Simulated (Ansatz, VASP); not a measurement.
Ni2O in VASP and in Ansatz

```
Ni O
1.0
     4.38357    0.00000    0.00000
     0.00000    5.23517    0.00000
     0.00000    0.00000    2.70674
Ni O
4 2
Direct
  0.28087 0.81679 0.50000
  0.78087 0.68321 0.00000
  0.71913 0.18321 0.50000
  0.21913 0.31679 0.00000
  0.50000 0.50000 0.50000
  0.00000 0.00000 0.00000
```

Alike in both runs: functional PBE; k mesh 4 × 4 × 6; occupations gaussian, width 0.1 eV; collinear spin.

Ansatz relaxed the structure, and its values are those at the end. VASP's run is a single point on that final structure, the one shown.

```csv
,VASP,Ansatz
version,VASP 6.6.1,Ansatz 0.2.0
potentials or method,"VASP PAW PBE potentials, release 64 (Ni, O), cutoff 520 eV","scalar-relativistic, plane waves, PAW"
valence electrons in the cell,52,84
```

```tsv
	VASP	Ansatz	Ansatz less VASP
gap on the k mesh at the Fermi level (eV)	none	none	-
pressure (GPa)	0.2	0.0	-0.22
rms of the force components (eV/Å)	0.010	0.001	-0.0089
net moment per atom (μB)	0.65	0.66	+0.005
size of the moment on the site where the two differ most (μB)	0.23	0.23	+0.004
```

Site moments also hang on the region over which each program counts them. A gap of «none» marks a metal or a gap that the smearing closes. With one functional, cell and mesh, what is left measures potentials, basis and numerics. VASP's potentials hold 52 valence electrons a cell and Ansatz's 84, so a difference there can come from the potentials and not from the codes.

The k mesh is coarse, so the values compare programs but aren't converged.
